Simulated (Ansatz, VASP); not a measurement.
This is a calculation of Bi2Se3 for VASP 6.6.1.

INCAR

```
PREC = Accurate
ENCUT = 520
EDIFF = 1E-6
ISMEAR = -1
SIGMA = 0.05
LREAL = False
LASPH = True
NELM = 100
ALGO = Normal
ISIF = 2
LWAVE = False
LCHARG = False
GGA = PE
NBANDS = 32
```

File KPOINTS:

```
Automatic mesh
0
Gamma
  8 8 8
```

File POSCAR:

```
Bi2Se3
1.0
    2.0987597050      1.2117194806      9.6709442292
   -2.0987597050      1.2117194806      9.6709442292
    0.0000000000     -2.4234389614      9.6709442292
Bi Se
2 3
Direct
    0.5992000000      0.5992000000      0.5992000000
    0.4008000000      0.4008000000      0.4008000000
    0.7883000000      0.7883000000      0.7883000000
    0.2117000000      0.2117000000      0.2117000000
    0.0000000000      0.0000000000      0.0000000000
```

Potentials or basis: VASP PAW PBE potentials, release 64 (Bi_d, Se).

Run with:

```bash
$ cat potpaw_PBE.64/Bi_d/POTCAR potpaw_PBE.64/Se/POTCAR > POTCAR
$ mpirun -np 1 vasp_std > vasp.out
```

**Question.** Set up the same calculation for Ansatz 0.2.0. Potentials there: SPMS NC.

**Answer.** As run (the cutoff follows the program's own potentials):

input.yaml

```yaml
crystal:
  lattice:
    - [2.098759705, 1.2117194806, 9.6709442292]
    - [-2.098759705, 1.2117194806, 9.6709442292]
    - [0.0, -2.4234389614, 9.6709442292]
  atoms:
    - { symbol: Bi, position: [0.5992, 0.5992, 0.5992] }
    - { symbol: Bi, position: [0.4008, 0.4008, 0.4008] }
    - { symbol: Se, position: [0.7883, 0.7883, 0.7883] }
    - { symbol: Se, position: [0.2117, 0.2117, 0.2117] }
    - { symbol: Se, position: [0.0, 0.0, 0.0] }
hamiltonian:
  xc: pbe
  pseudopotentials: { kind: nc, source: spms }
kpoints:
  mp_grid: { grid: [8, 8, 8] }
scf:
  occupations: { method: fermi_dirac, width: 0.05 }
output:
  forces: true
  stress: true
  eigenvalues: true
```

Potentials or basis: SPMS NC.

Command:

```bash
$ ansatz run input.yaml --threads 2 --pin off --max-ram 5120MiB --backend cpu --events-out ev --progress --plain --runs-dir out
```

Both were run:

|  | VASP | Ansatz | Ansatz less VASP |
| --- | --- | --- | --- |
| gap on the k mesh at the Fermi level (eV) | 0.24 | 0.24 | -0.007 |
| least direct gap on the mesh (eV) | 0.24 | 0.24 | -0.007 |
| pressure (GPa) | 0.1 | 0.2 | +0.07 |
| rms of the force components (eV/Å) | 0.049 | 0.045 | -0.0032 |

Atom by atom the forces differ by 0.006 eV/Å (rms over components). VASP's potentials hold 48 valence electrons a cell and Ansatz's 78, so a difference there can come from the potentials and not from the codes.

Spin-orbit coupling is off throughout.
